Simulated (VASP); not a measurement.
# CdS (P6_3mc) in VASP: notebook

CdS is run at these levels: PBE; tasks: single point.

Program: VASP 6.6.1. These are calculated values, not measurements. Logs are shortened: lines on timing, memory, paths and dates and some standing lists are left out, and cuts for length are marked.

**Measured values to compare with.**

From “Isotope dependence of band-gap energy”, 2008, arxiv:0807.2152, for a bulk crystal of CdS: band gap 2.5809 ± 0.0002 eV.

The results are compared with them further down.

## 1. The cell of the first run

Symmetry: P6_3mc, No. 186, hexagonal system. The conventional cell has a = 4.197 Å, b = 4.197 Å, c = 6.828 Å, α = 90.00°, β = 90.00°, γ = 120.00°. Cd (site symmetry 3m) has 4 S at 2.57 Å within 3.4 Å. Within 3.4 Å of S (site symmetry 3m) lie 4 Cd at 2.57 Å.

## 2. Single point, PBE

The input, INCAR:

```
SYSTEM = CdS
ALGO = Normal ; EDIFF = 1E-7
ENCUT = 520 ; GGA = PE
ISIF = 2 ; ISMEAR = -1
LASPH = .True. ; LCHARG = .False.
LREAL = .False. ; LWAVE = .False.
NBANDS = 26 ; NELM = 60
PREC = Accurate ; SIGMA = 0.01
```

The input, KPOINTS:

```
k-points
0
Gamma
  10 10 6
  0 0 0
```

The input, POSCAR:

```
CdS
1.0
    4.1970298733      0.0000000000      0.0000000000
   -2.0985149367      3.6347344907      0.0000000000
    0.0000000000      0.0000000000      6.8278775522
Cd S
2 2
Direct
    0.3333333333      0.6666666667      0.0041671622
    0.6666666667      0.3333333333      0.5041671622
    0.3333333333      0.6666666667      0.3808328378
    0.6666666667      0.3333333333      0.8808328378
```

Potentials or basis: VASP PAW PBE potentials, release 64 (Cd, S).

On the command line:

```bash
$ cat potpaw_PBE.64/Cd/POTCAR potpaw_PBE.64/S/POTCAR > POTCAR
$ mpirun -np 1 vasp_std > vasp.out
```

OUTCAR:

```text
SYSTEM = CdS
   EDIFF = 1E-7
   ENCUT = 520
   GGA = PE
   ISIF = 2
   ISMEAR = -1
   LASPH = .True.
   LREAL = .False.
   NELM = 60
   PREC = Accurate

 ion  position               nearest neighbor table
   1  0.333  0.667  0.004-   4 2.57   4 2.57   4 2.57   3 2.57
   2  0.667  0.333  0.504-   3 2.57   3 2.57   3 2.57   4 2.57
   3  0.333  0.667  0.381-   2 2.57   2 2.57   2 2.57   1 2.57
   4  0.667  0.333  0.881-   1 2.57   1 2.57   1 2.57   2 2.57

  LATTYP: Found a hexagonal cell.
 ALAT       =     4.1970298733
 C/A-ratio  =     1.6268355857

  Lattice vectors:

 A1 = (   4.1970298733,   0.0000000000,   0.0000000000)
 A2 = (  -2.0985149367,   3.6347344907,   0.0000000000)
 A3 = (   0.0000000000,   0.0000000000,   6.8278775522)

Analysis of symmetry for initial positions (statically):
=====================================================================
 Subroutine PRICEL returns:
 Original cell was already a primitive cell.

 Routine SETGRP: Setting up the symmetry group for a
 hexagonal supercell.

 Subroutine GETGRP returns: Found 12 space group operations
 (whereof  6 operations were pure point group operations)
 out of a pool of 24 trial point group operations.

The static configuration has the point symmetry C_3v.
 The point group associated with its full space group is C_6v.

Analysis of symmetry for dynamics (positions and initial velocities):
=====================================================================
 Subroutine PRICEL returns:
 Original cell was already a primitive cell.

 Routine SETGRP: Setting up the symmetry group for a
 hexagonal supercell.

 Subroutine GETGRP returns: Found 12 space group operations
 (whereof  6 operations were pure point group operations)
 out of a pool of 24 trial point group operations.

The dynamic configuration has the point symmetry C_3v.
 The point group associated with its full space group is C_6v.

 Subroutine INISYM returns: Found 12 space group operations
 (whereof  6 operations are pure point group operations),
 and found     1 'primitive' translations

----------------------------------------------------------------------------------------

                                     Primitive cell

  volume of cell :     104.1599

  direct lattice vectors                    reciprocal lattice vectors
     4.197029873  0.000000000  0.000000000     0.238263732  0.137561630  0.000000000
    -2.098514937  3.634734491  0.000000000     0.000000000  0.275123259  0.000000000
     0.000000000  0.000000000  6.827877552     0.000000000  0.000000000  0.146458397

  length of vectors
     4.197029873  4.197029873  6.827877552     0.275123259  0.275123259  0.146458397

  position of ions in fractional coordinates (direct lattice)
     0.333333333  0.666666667  0.004167162
     0.666666667  0.333333333  0.504167162
     0.333333333  0.666666667  0.380832838
     0.666666667  0.333333333  0.880832838

  ion indices of the primitive-cell ions
   primitive index   ion index
                 1           1
                 2           2
                 3           3
                 4           4

----------------------------------------------------------------------------------------

 KPOINTS: k-points

Automatic generation of k-mesh.
 Grid dimensions read from file:
 generate k-points for:   10   10    6

 Generating k-lattice:

  Cartesian coordinates                     Fractional coordinates (reciprocal lattice)
     0.023826373  0.013756163  0.000000000     0.100000000 -0.000000000  0.000000000
     0.000000000  0.027512326  0.000000000     0.000000000  0.100000000  0.000000000
     0.000000000  0.000000000  0.024409733     0.000000000  0.000000000  0.166666667

  Length of vectors
     0.027512326  0.027512326  0.024409733

  Shift w.r.t. Gamma in fractional coordinates (k-lattice)
     0.000000000  0.000000000  0.000000000

 Subroutine IBZKPT returns following result:
 ===========================================

 Found     56 irreducible k-points:

 Following reciprocal coordinates:
            Coordinates               Weight
  0.000000  0.000000  0.000000      1.000000
  0.100000 -0.000000  0.000000      6.000000
  0.200000 -0.000000  0.000000      6.000000
  0.300000 -0.000000  0.000000      6.000000
  0.400000  0.000000  0.000000      6.000000
  0.500000  0.000000  0.000000      3.000000
[... 16 lines left out ...]
  0.300000  0.100000  0.166667     24.000000
  0.400000  0.100000  0.166667     24.000000
 [... further k-points ...]
   k-points           NKPTS =     56   k-points in BZ     NKDIM =     56   number of bands    NBANDS=     26
   number of dos      NEDOS =    301   number of ions     NIONS =      4
   total plane-waves  NPLWV =  55296
   dimension x,y,z NGX =    32 NGY =   32 NGZ =   54
   dimension x,y,z NGXF=    64 NGYF=   64 NGZF=  108
   ions per type =               2   2
   NGX,Y,Z   is equivalent  to a cutoff of  12.68, 12.68, 13.15 a.u.
   NGXF,Y,Z  is equivalent  to a cutoff of  25.35, 25.35, 26.30 a.u.
 SYSTEM =  CdS
   PREC   = accura    normal or accurate (medium, high low for compatibility)
   ISTART =      0    job   : 0-new  1-cont  2-samecut
   ICHARG =      2    charge: 1-file 2-atom 10-const
   ISPIN  =      1    spin polarized calculation?
   LNONCOLLINEAR =      F non collinear calculations
   LSORBIT =      F    spin-orbit coupling
   LASPH  =      T    aspherical Exc in radial PAW
   ENCUT  =  520.0 eV  38.22 Ry    6.18 a.u.   7.80  7.80 12.70*2*pi/ulx,y,z
   NELM   =     60;   NELMIN=  2; NELMDL= -5     # of ELM steps
   EDIFF  = 0.1E-06   stopping-criterion for ELM
   LREAL  =      F    real-space projection
   EDIFFG = 0.1E-05   stopping-criterion for IOM
   NSW    =      0    number of steps for IOM
   IBRION =     -1    ionic relax: 0-MD 1-quasi-New 2-CG
   NFREE  =      0    steps in history (QN), initial steepest desc. (CG)
   ISIF   =      2    stress and relaxation
   ISYM   =      2    0-nonsym 1-usesym 2-fastsym
   POTIM  = 0.5000    time-step for ionic-motion
   TEBEG  =    0.0;   TEEND  =   0.0 temperature during run
   PSTRESS=    0.0 pullay stress
   NELECT =      36.0000    total number of electrons
   NUPDOWN=      -1.0000    fix difference up-down
   EMIN   =  10.00;   EMAX   =-10.00  energy-range for DOS
   EFERMI =   0.00;   METHOD = LEGACY
   ISMEAR =    -1;   SIGMA  =   0.01  broadening in eV -4-tet -1-fermi 0-gaus
   EFERMI_NEDOS =   21; number of points for ismear=-14 and -15
   IALGO  =     38    algorithm
   IMIX   =      4    mixing-type and parameters
     AMIX     =   0.40;   BMIX     =  1.00
     AMIX_MAG =   1.60;   BMIX_MAG =  1.00
  volume/ion in A,a.u.               =      26.04       175.73
  Fermi-wavevector in a.u.,A,eV,Ry     =   1.148882  2.171073 17.958743  1.319930
  Thomas-Fermi vector in A             =   2.285555
   LORBIT       =      0    0 simple, 1 ext, 2 COOP (PROOUT), +10 PAW based schemes
   GGA     = PE    functional components
   LHFCALC =     F    Hartree Fock is set to
   AEXX    =    0.0000 exact exchange contribution
   IVDW    =     0    specifies the selected vdW correction
   LEPSILON=     F    determine dielectric tensor
   LRPA    =     F    only Hartree local field effects (RPA)
 non-spin polarized calculation
  energy-cutoff  :      520.00
  volume of cell :      104.16
 maximum number of plane-waves:      2834
 NGX is ok and might be reduce to    32
   NGX = 15   NGY = 15   NGZ = 25

 number of electron      36.0000011 magnetization

 Free energy of the ion-electron system (eV)
  ---------------------------------------------------
  ext. energy  EPLUGINS =         0.00000000
  ---------------------------------------------------
  free energy    TOTEN  =       -12.29978524 eV

  energy without entropy =      -12.29978524  energy(sigma->0) =      -12.29978524

 E-fermi :   1.1146     XC(G=0):  -8.9188

 val. band max:        0.9097966607   @ k =   0.0000   0.0000   0.0000
 cond. band min:       2.0235948828   @ k =   0.0000   0.0000   0.0000
 fundamental gap:      1.1137982222
 Fermi energy:         1.1146393840

 k-point     1 :       0.0000    0.0000    0.0000
  band No.  band energies     occupation
      1     -11.1776      2.00000
      2     -10.7900      2.00000
      3      -6.6368      2.00000
      4      -6.6316      2.00000
      5      -6.6316      2.00000
      6      -6.5573      2.00000
[... 18 lines left out ...]
     25       8.4577      0.00000
     26       8.4640      0.00000

 k-point     2 :       0.1000   -0.0000    0.0000
  band No.  band energies     occupation
      1     -11.1453      2.00000
      2     -10.7756      2.00000
      3      -6.6277      2.00000
      4      -6.6183      2.00000
      5      -6.6047      2.00000
      6      -6.5423      2.00000
[... 18 lines left out ...]
     25       8.3976      0.00000
     26       8.6643      0.00000

 k-point     3 :       0.2000   -0.0000    0.0000
  band No.  band energies     occupation
      1     -11.0585      2.00000
      2     -10.7399      2.00000
      3      -6.5981      2.00000
      4      -6.5866      2.00000
      5      -6.5331      2.00000
      6      -6.4922      2.00000
[... 18 lines left out ...]
     25       8.5121      0.00000
     26       9.2214      0.00000

 k-point     4 :       0.3000   -0.0000    0.0000
  band No.  band energies     occupation
      1     -10.9450      2.00000
      2     -10.7015      2.00000
      3      -6.5681      2.00000
      4      -6.5549      2.00000
      5      -6.4539      2.00000
      6      -6.4323      2.00000
[... 18 lines left out ...]
     25       9.1419      0.00000
     26       9.3756      0.00000
[... 496 lines left out ...]
      1     -10.9656      2.00000
      2     -10.7301      2.00000
      3      -6.5670      2.00000
      4      -6.5622      2.00000
      5      -6.4822      2.00000
      6      -6.4697      2.00000
[... 18 lines left out ...]
     25       8.7784      0.00000
     26       9.3880      0.00000

 k-point    23 :       0.3000    0.1000    0.1667
  band No.  band energies     occupation
      1     -10.8620      2.00000
      2     -10.6958      2.00000
      3      -6.5460      2.00000
      4      -6.5369      2.00000
      5      -6.4332      2.00000
      6      -6.4141      2.00000
[... 18 lines left out ...]
     25       8.9672      0.00000
     26       9.7430      0.00000

 k-point    24 :       0.4000    0.1000    0.1667
  band No.  band energies     occupation
      1     -10.7892      2.00000
      2     -10.6835      2.00000
      3      -6.5398      2.00000
      4      -6.5226      2.00000
      5      -6.4023      2.00000
      6      -6.3831      2.00000
[... 18 lines left out ...]
     25       9.2179      0.00000
     26      10.3872      0.00000

 [... further k-points ...]
[... 5 lines left out ...]
  --------------------------------------------------------------------------------------
  -------------------------------------------------------------------------------------
  Total        0.1841811      0.1841811      0.1916216     -0.0000000     -0.0000000      0.0000000
  in kB        2.8330562      2.8330562      2.9475052     -0.0000000     -0.0000000      0.0000000
  external PRESSURE =       2.8712058 kB  Pullay stress =       0.0000000 kB

 VOLUME and BASIS-vectors are now :
 -----------------------------------------------------------------------------
  energy-cutoff  :      520.00
  volume of cell :      104.16
      direct lattice vectors                 reciprocal lattice vectors
     4.197029873  0.000000000  0.000000000     0.238263732  0.137561630  0.000000000
    -2.098514937  3.634734491  0.000000000     0.000000000  0.275123259  0.000000000
     0.000000000  0.000000000  6.827877552     0.000000000  0.000000000  0.146458397

 POSITION                                       TOTAL-FORCE (eV/Angst)
 -----------------------------------------------------------------------------------
     -0.00000      2.42316      0.02845        -0.000000      0.000000      0.001256
      2.09851      1.21158      3.44239         0.000000      0.000000      0.001256
     -0.00000      2.42316      2.60028         0.000000     -0.000000     -0.001256
      2.09851      1.21158      6.01422        -0.000000      0.000000     -0.001256
 -----------------------------------------------------------------------------------
    total drift:                               -0.000000      0.000000      0.000258

  FREE ENERGIE OF THE ION-ELECTRON SYSTEM (eV)
  ---------------------------------------------------
  free  energy   TOTEN  =       -12.2997852422 eV

  energy  without entropy=      -12.2997852422  energy(sigma->0) =      -12.29978524
```

Run time: 86 s. Hardware: 1 thread of Intel Xeon 6975P-C (Granite Rapids), shared host; peak memory 0.29 GiB.

What came out:

```yaml
Free_energy: -12.2998 eV
Pressure: 0.3 GPa
Band_gap_on_the_k_mesh: 1.11 eV, direct
```

## 3. Single point, PBE

The input, INCAR:

```
SYSTEM = CdS
PREC = Accurate ; ENCUT = 520
EDIFF = 1E-6 ; ISMEAR = 0
SIGMA = 0.1 ; LREAL = .FALSE.
LASPH = .TRUE. ; NELM = 100
ALGO = Normal ; ISIF = 2
LWAVE = .FALSE. ; LCHARG = .TRUE.
GGA = PE ; LELF = .TRUE.
LVHAR = .TRUE. ; NBANDS = 26
```

The input, KPOINTS:

```
regular mesh
0
G
  10 10 6
  0 0 0
```

POSCAR is that of step 2.

Potentials or basis: VASP PAW PBE potentials, release 64 (Cd, S).

On the command line:

```bash
$ cat potpaw_PBE.64/Cd/POTCAR potpaw_PBE.64/S/POTCAR > POTCAR
$ mpirun -np 1 vasp_std > vasp.out
```

It took 57 s on 1 thread of Intel Xeon 6975P-C (Granite Rapids), shared host; peak memory 0.29 GiB.

The run converged. Its results:

| Quantity | Value |
| --- | --- |
| Free energy | -12.2998 eV |
| Pressure | 0.3 GPa |
| Band gap on the k mesh | 1.11 eV, direct |

Levels at points of the mesh, in eV from the valence-band top:
```tsv
k point	band 14	band 15	band 16	band 17	band 18	band 19	band 20	band 21	band 22	band 23
(0.00, 0.00, 0.00)	-0.69	-0.69	-0.04	0.00	0.00	1.11	2.73	6.48	6.48	6.78
(0.50, 0.00, 0.00)	-3.34	-2.45	-1.72	-1.18	-0.69	3.62	3.87	5.12	6.25	7.03
(0.00, 0.00, 0.50)	-2.36	-0.36	-0.36	-0.36	-0.36	2.76	2.76	6.14	6.14	6.83
(0.50, 0.00, 0.50)	-3.91	-1.24	-1.24	-1.23	-1.23	3.46	3.46	5.35	5.35	7.80
```

## 4. Single point, PBE

The input, INCAR:

```
SYSTEM = CdS
ALGO = Normal
EDIFF = 1E-6
ENCUT = 520
GGA = PE
ISIF = 2
ISMEAR = 1
LASPH = .True.
LCHARG = .True.
LELF = .True.
LREAL = .False.
LVHAR = .True.
LWAVE = .False.
NBANDS = 26
NELM = 60
PREC = Accurate
SIGMA = 0.01
```

The input, KPOINTS:

```
k-points
0
Gamma
  10 10 6
  0 0 0
```

POSCAR is that of step 3.

On the command line:

```bash
$ cat potpaw_PBE.64/Cd/POTCAR potpaw_PBE.64/S/POTCAR > POTCAR
$ mpirun -np 1 vasp_std > vasp.out
```

It took 59 s on 1 thread of Intel Xeon 6975P-C (Granite Rapids), shared host; peak memory 0.29 GiB.

The run converged. Its results:

* Free energy: -12.2998 eV
* Pressure: 0.3 GPa
* Band gap on the k mesh: 1.11 eV, direct

Levels at points of the mesh, in eV from the valence-band top:
```
           k point  band 16  band 17  band 18  band 19  band 20  band 21
(0.00, 0.00, 0.00)    -0.04     0.00     0.00     1.11     2.73     6.48
(0.50, 0.00, 0.00)    -1.72    -1.18    -0.69     3.62     3.87     5.12
(0.00, 0.00, 0.50)    -0.36    -0.36    -0.36     2.76     2.76     6.14
(0.50, 0.00, 0.50)    -1.24    -1.23    -1.23     3.46     3.46     5.35
```

## 5. The runs side by side

| smearing | gap on the mesh (eV) | pressure (GPa) |
| --- | --- | --- |
| fermi-dirac 0.01 eV | 1.11 | 0.3 |
| gaussian 0.1 eV | 1.11 | 0.3 |
| methfessel-paxton 0.01 eV | 1.11 | 0.3 |

Alike in all rows: task single point; level PBE; potentials or basis VASP PAW PBE potentials, release 64 (Cd, S); no spin polarisation; cell as given; k mesh 10 × 10 × 6; cutoff (eV) 520.

On the cell as given the gap runs from 1.11 eV (PBE) to 1.11 eV (PBE).

Total energies depend on the potentials used, so only differences within one code and one set of settings carry meaning.

## 6. Against experiment

Step 2. Against the measured gap of CdS, 2.5809 eV (quoted in “Isotope dependence of band-gap energy”, 2008, arxiv:0807.2152), the calculated 1.11 eV is off by -1.47 eV. So large a miss can be the level of theory's own, or it may mean another phase, state or a wrong row. Spin-orbit coupling on Cd is left out. The value is that of PBE, without temperature or zero-point motion. Semilocal functionals fall short of measured gaps as a rule.

Step 3. Against the measured gap of CdS, 2.5809 eV (quoted in “Isotope dependence of band-gap energy”, 2008, arxiv:0807.2152), the calculated 1.11 eV is off by -1.47 eV. So large a miss can be the level of theory's own, or it may mean another phase, state or a wrong row. Spin-orbit coupling on Cd is left out. The value is that of PBE, without temperature or zero-point motion. Semilocal functionals fall short of measured gaps as a rule.

Step 4. A measured gap of CdS is 2.5809 eV (quoted in “Isotope dependence of band-gap energy”, 2008, arxiv:0807.2152); the calculated 1.11 eV misses it by -1.47 eV. So large a miss can be the level of theory's own, or it may mean another phase, state or a wrong row. Spin-orbit coupling on Cd is left out. The value is that of PBE, without temperature or zero-point motion. Semilocal functionals fall short of measured gaps as a rule.
